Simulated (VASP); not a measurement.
# SrO (P1) in VASP: further runs

SrO is run at these levels: PBE; tasks: single point.

Program: VASP 6.6.1. These are calculated values, not measurements. Logs are shortened: lines on timing, memory, paths and dates and some standing lists are left out, and cuts for length are marked.

**1. The cell of the first run**

The typed cell holds 32 atoms: a = 8.551 Å, b = 8.551 Å, c = 10.311 Å, α = 90.00°, β = 90.00°, γ = 120.00°.

**2. Single point, PBE (atoms moved at random)**

Contents of INCAR:

```
GGA = PE
ISMEAR = 0
SIGMA = 0.03
LWAVE = False
LCHARG = False
ISIF = 2
ISYM = 0
PREC = Normal
LASPH = True
LREAL = False
ALGO = Normal
EDIFF = 1E-5
NELM = 120
GGA_COMPAT = False
ENCUT = 460
EFERMI = MIDGAP
NSIM = 4
```

Contents of KPOINTS:

```
k-points
0
Gamma
  1 1 1
```

Contents of POSCAR:

```
SrO
1.0
    8.5509325312      0.0000000000      0.0000000000
   -4.2754662656      7.4053247980      0.0000000000
    0.0000000000      0.0000000000     10.3111899800
Sr O
16 16
Direct
    0.3357800000      0.1633070000      0.2151840000
    0.3338800000      0.1636790000      0.7217960000
    0.3330890000      0.6728260000      0.2206660000
    0.3296130000      0.6662940000      0.7188900000
    0.8324300000      0.1672690000      0.2174400000
    0.8410420000      0.1643300000      0.7174370000
    0.8324040000      0.6662780000      0.2188040000
    0.8358880000      0.6649580000      0.7202100000
    0.1733080000      0.3348470000      0.4691820000
    0.1740960000      0.3337890000      0.9663920000
    0.1629920000      0.8339530000      0.4739290000
    0.1678290000      0.8356620000      0.9717870000
    0.6709900000      0.3320230000      0.4678430000
    0.6631860000      0.3310710000      0.9710000000
    0.6764070000      0.8390400000      0.4674730000
    0.6677650000      0.8228810000      0.9655410000
    0.3332890000      0.1655490000      0.4647600000
    0.3376920000      0.1687910000      0.9691690000
    0.3348910000      0.6715140000      0.4702320000
    0.3250370000      0.6623910000      0.9703940000
    0.8314040000      0.1675780000      0.4658690000
    0.8323760000      0.1657900000      0.9696070000
    0.8366480000      0.6680780000      0.4683040000
    0.8373660000      0.6750020000      0.9663590000
    0.1709620000      0.3392180000      0.2198450000
    0.1672900000      0.3306890000      0.7157310000
    0.1668410000      0.8369050000      0.2166740000
    0.1638600000      0.8333360000      0.7147840000
    0.6664310000      0.3316710000      0.2156230000
    0.6590450000      0.3293510000      0.7236060000
    0.6726400000      0.8387980000      0.2149770000
    0.6654350000      0.8341000000      0.7218800000
```

Potentials or basis: VASP PAW PBE potentials, release 64 (Sr_sv, O).

The run is started by

```bash
> cat potpaw_PBE.64/Sr_sv/POTCAR potpaw_PBE.64/O/POTCAR > POTCAR
> mpirun -np 8 vasp_std > vasp.out
```

OUTCAR:

```text
GGA = PE
   ISMEAR = 0
   ISIF = 2
   ISYM = 0
   PREC = Normal
   LASPH = True
   LREAL = False
   EDIFF = 1E-5
   NELM = 120
   ENCUT = 460
   EFERMI = MIDGAP

 Found      1 irreducible k-points:

 Following reciprocal coordinates:
            Coordinates               Weight
  0.000000  0.000000  0.000000      1.000000
   k-points           NKPTS =      1   k-points in BZ     NKDIM =      1   number of bands    NBANDS=    160
   number of dos      NEDOS =    301   number of ions     NIONS =     32
   total plane-waves  NPLWV = 124416
   dimension x,y,z NGX =    48 NGY =   48 NGZ =   54
   dimension x,y,z NGXF=    96 NGYF=   96 NGZF=  108
   ions per type =              16  16
   NGX,Y,Z   is equivalent  to a cutoff of   9.33,  9.33,  8.71 a.u.
   NGXF,Y,Z  is equivalent  to a cutoff of  18.66, 18.66, 17.41 a.u.
 SYSTEM =  unknown system
   PREC   = normal    normal or accurate (medium, high low for compatibility)
   ISTART =      0    job   : 0-new  1-cont  2-samecut
   ICHARG =      2    charge: 1-file 2-atom 10-const
   ISPIN  =      1    spin polarized calculation?
   LNONCOLLINEAR =      F non collinear calculations
   LSORBIT =      F    spin-orbit coupling
   LASPH  =      T    aspherical Exc in radial PAW
   ENCUT  =  460.0 eV  33.81 Ry    5.81 a.u.  14.95 14.95 18.03*2*pi/ulx,y,z
   NELM   =    120;   NELMIN=  2; NELMDL= -5     # of ELM steps
   EDIFF  = 0.1E-04   stopping-criterion for ELM
   LREAL  =      F    real-space projection
   EDIFFG = 0.1E-03   stopping-criterion for IOM
   NSW    =      0    number of steps for IOM
   IBRION =     -1    ionic relax: 0-MD 1-quasi-New 2-CG
   NFREE  =      0    steps in history (QN), initial steepest desc. (CG)
   ISIF   =      2    stress and relaxation
   ISYM   =      0    0-nonsym 1-usesym 2-fastsym
   POTIM  = 0.5000    time-step for ionic-motion
   TEBEG  =    0.0;   TEEND  =   0.0 temperature during run

   SCALEE = 1.0000    scale energy and forces
   PSTRESS=    0.0 pullay stress
   NELECT =     256.0000    total number of electrons
   NUPDOWN=      -1.0000    fix difference up-down
   EMIN   =  10.00;   EMAX   =-10.00  energy-range for DOS
   EFERMI =   0.00;   METHOD = MIDGAP
   ISMEAR =     0;   SIGMA  =   0.03  broadening in eV -4-tet -1-fermi 0-gaus
   EFERMI_NEDOS =   21; number of points for ismear=-14 and -15
   IALGO  =     38    algorithm
   IMIX   =      4    mixing-type and parameters
     AMIX     =   0.40;   BMIX     =  1.00
     AMIX_MAG =   1.60;   BMIX_MAG =  1.00
  volume/ion in A,a.u.               =      20.40       137.69
  Fermi-wavevector in a.u.,A,eV,Ry     =   1.198209  2.264287 19.533960  1.435706
  Thomas-Fermi vector in A             =   2.334104
   LORBIT       =      0    0 simple, 1 ext, 2 COOP (PROOUT), +10 PAW based schemes
   GGA     = PE    functional components
   LHFCALC =     F    Hartree Fock is set to
   AEXX    =    0.0000 exact exchange contribution
   IVDW    =     0    specifies the selected vdW correction
   LEPSILON=     F    determine dielectric tensor
   LRPA    =     F    only Hartree local field effects (RPA)

   CSHIFT  =0.1000    complex shift for real part using Kramers Kronig

   OMEGAMAX=  -1.0    maximum frequency
 non-spin polarized calculation
 Gauss-broadening in eV      SIGMA  =   0.03
  energy-cutoff  :      460.00
  volume of cell :      652.93
 maximum number of plane-waves:     14575
   NGX = 29   NGY = 29   NGZ = 37

 number of electron     256.0000036 magnetization

 Free energy of the ion-electron system (eV)
  ---------------------------------------------------
  ext. energy  EPLUGINS =         0.00000000
  ---------------------------------------------------
  free energy    TOTEN  =      -189.45975553 eV

  energy without entropy =     -189.45975553  energy(sigma->0) =     -189.45975553

 E-fermi :   2.1406     XC(G=0):  -8.9140

 val. band max:        0.8627077941   @ k =   0.0000   0.0000   0.0000
 cond. band min:       3.4185553199   @ k =   0.0000   0.0000   0.0000
 fundamental gap:      2.5558475258
 Fermi energy:         2.1406315570

 k-point     1 :       0.0000    0.0000    0.0000
  band No.  band energies     occupation
      1     -31.7034      2.00000
      2     -31.6544      2.00000
      3     -31.6509      2.00000
      4     -31.6418      2.00000
      5     -31.6337      2.00000
      6     -31.6171      2.00000
[... 132 lines left out ...]
    139       5.6834      0.00000
    140       5.7059      0.00000
 [bands above 140 left out]

------------------------ aborting loop because EDIFF is reached ----------------------------------------

  FORCE on cell =-STRESS in cart. coord.  units (eV):
  Direction    XX          YY          ZZ          XY          YZ          ZX
  --------------------------------------------------------------------------------------
  -------------------------------------------------------------------------------------
  Total        7.3352790      6.9602042      9.2532188     -0.8631935     -0.0088784      0.1416083
  in kB       17.9995164     17.0791473     22.7058118     -2.1181288     -0.0217860      0.3474824
  external PRESSURE =      19.2614918 kB  Pullay stress =       0.0000000 kB

 VOLUME and BASIS-vectors are now :
 -----------------------------------------------------------------------------
  energy-cutoff  :      460.00
  volume of cell :      652.93
      direct lattice vectors                 reciprocal lattice vectors
     8.550932531  0.000000000  0.000000000     0.116946309  0.067518983  0.000000000
    -4.275466266  7.405324798  0.000000000     0.000000000  0.135037966  0.000000000
     0.000000000  0.000000000 10.311189980     0.000000000  0.000000000  0.096982017

 POSITION                                       TOTAL-FORCE (eV/Angst)
 -----------------------------------------------------------------------------------
      2.17302      1.20934      2.21880        -0.349201      0.282216      0.435262
      2.15518      1.21210      7.44258         0.030363      0.085723     -0.302747
     -0.02842      4.98250      2.27533         0.228150     -0.187789     -0.026237
     -0.03022      4.93412      7.41261         0.215223      0.109352     -0.066535
      6.40290      1.23868      2.24207         0.373577      0.105796     -0.244889
      6.48911      1.21692      7.39763        -0.615786      0.051846      0.313316
[... 24 lines left out ...]
      2.16545      6.21157      2.21667        -0.085234     -0.265009      0.217683
      2.12392      6.17678      7.44344         0.164756     -0.113087     -0.267951
 -----------------------------------------------------------------------------------
    total drift:                                0.000618      0.001171      0.009749

  FREE ENERGIE OF THE ION-ELECTRON SYSTEM (eV)
  ---------------------------------------------------
  free  energy   TOTEN  =      -189.4597555350 eV

  energy  without entropy=     -189.4597555350  energy(sigma->0) =     -189.45975553
```

Run time: 42 s. Hardware: 8 MPI ranks of Intel Xeon Platinum 8488C (Sapphire Rapids), shared host; peak memory 0.17 GiB.

What came out:

| Quantity | Value |
| --- | --- |
| Free energy | -189.4598 eV |
| Pressure | 1.9 GPa |
| Largest force | 0.980 eV/Å |
| Band gap on the k mesh | 2.56 eV |

Forces on the atoms (eV/Å):
```
Sr  -0.349  0.282  0.435
Sr   0.030  0.086 -0.303
Sr   0.228 -0.188 -0.026
Sr   0.215  0.109 -0.067
Sr   0.374  0.106 -0.245
Sr  -0.616  0.052  0.313
Sr   0.089  0.050 -0.010
Sr  -0.280 -0.190 -0.059
Sr  -0.096  0.079 -0.321
Sr  -0.565 -0.014  0.373
Sr   0.331  0.149 -0.438
Sr   0.031 -0.171 -0.147
Sr  -0.397  0.014  0.102
Sr   0.539  0.137 -0.259
Sr  -0.414 -0.303  0.054
Sr  -0.683  0.661  0.238
O    0.127  0.069  0.186
O   -0.109 -0.143 -0.074
O    0.147 -0.036  0.016
O    0.220  0.100 -0.144
O    0.292  0.023  0.208
O    0.172 -0.026 -0.173
O   -0.147 -0.126  0.022
O    0.297 -0.417  0.103
O    0.052 -0.111 -0.086
O    0.089  0.107  0.122
O   -0.077 -0.178  0.023
O    0.078 -0.040  0.289
O   -0.051  0.155  0.174
O    0.391  0.143 -0.256
O   -0.085 -0.265  0.218
O    0.165 -0.113 -0.268
```

Stress tensor (GPa, compression positive):
```
 1.80 -0.21  0.03
-0.21  1.71  0.00
 0.03  0.00  2.27
```

Caveat: the k points lie up to 0.85 Å⁻¹ apart; the cell differs from its parent crystal (atoms moved at random); the cutoff is under 1.25 times the usual one of these potentials, so pressure, stress and relaxed cells hold a basis-set (Pulay) error. A k mesh can miss the band edges.

**3. Single point, PBE (atoms moved at random)**

Contents of INCAR:

```
GGA = PE
ISMEAR = 0
SIGMA = 0.03
LWAVE = False
LCHARG = False
ISIF = 2
ISYM = 0
PREC = Accurate
LASPH = True
LREAL = False
ALGO = Normal
EDIFF = 1E-7
NELM = 120
GGA_COMPAT = False
ENCUT = 800
EFERMI = MIDGAP
NSIM = 4
```

KPOINTS is that of step 2.

POSCAR is that of step 2.

Potentials or basis: VASP PAW PBE potentials, release 64 (Sr_sv, O).

The run is started by

```bash
> cat potpaw_PBE.64/Sr_sv/POTCAR potpaw_PBE.64/O/POTCAR > POTCAR
> mpirun -np 8 vasp_std > vasp.out
```

It took 2.4 min on 8 MPI ranks of Intel Xeon Platinum 8488C (Sapphire Rapids), shared host; peak memory 0.35 GiB.

The run converged. Its results:

```
Free energy            : -189.5113 eV
Pressure               : 2.3 GPa
Largest force          : 0.978 eV/Å
Band gap on the k mesh : 2.56 eV
```

Forces in eV/Å, atoms in the order of the input:
```
Sr  -0.348  0.281  0.435
Sr   0.031  0.086 -0.303
Sr   0.227 -0.188 -0.026
Sr   0.215  0.110 -0.067
Sr   0.373  0.105 -0.245
Sr  -0.614  0.051  0.313
Sr   0.089  0.050 -0.010
Sr  -0.279 -0.189 -0.058
Sr  -0.095  0.079 -0.320
Sr  -0.564 -0.013  0.374
Sr   0.331  0.149 -0.436
Sr   0.031 -0.171 -0.146
Sr  -0.396  0.014  0.102
Sr   0.539  0.136 -0.259
Sr  -0.413 -0.302  0.054
Sr  -0.682  0.660  0.238
O    0.127  0.068  0.183
O   -0.108 -0.142 -0.081
O    0.146 -0.035  0.013
O    0.219  0.099 -0.147
O    0.289  0.023  0.204
O    0.172 -0.026 -0.180
O   -0.145 -0.125  0.015
O    0.297 -0.415  0.097
O    0.052 -0.110 -0.082
O    0.090  0.105  0.129
O   -0.077 -0.177  0.028
O    0.076 -0.040  0.293
O   -0.050  0.153  0.181
O    0.389  0.143 -0.258
O   -0.084 -0.265  0.225
O    0.164 -0.112 -0.267
```

Stress tensor (GPa, compression positive):
```
 2.21 -0.21  0.03
-0.21  2.12  0.00
 0.03  0.00  2.71
```

Levels at points of the mesh, in eV from the valence-band top:
```csv
k point,band 125,band 126,band 127,band 128,band 129,band 130,band 131,band 132
"(0.00, 0.00, 0.00)",-0.27,-0.26,-0.25,0.00,2.56,4.13,4.19,4.22
```

Caveat: the k points lie up to 0.85 Å⁻¹ apart; the cell differs from its parent crystal (atoms moved at random). A k mesh can miss the band edges.
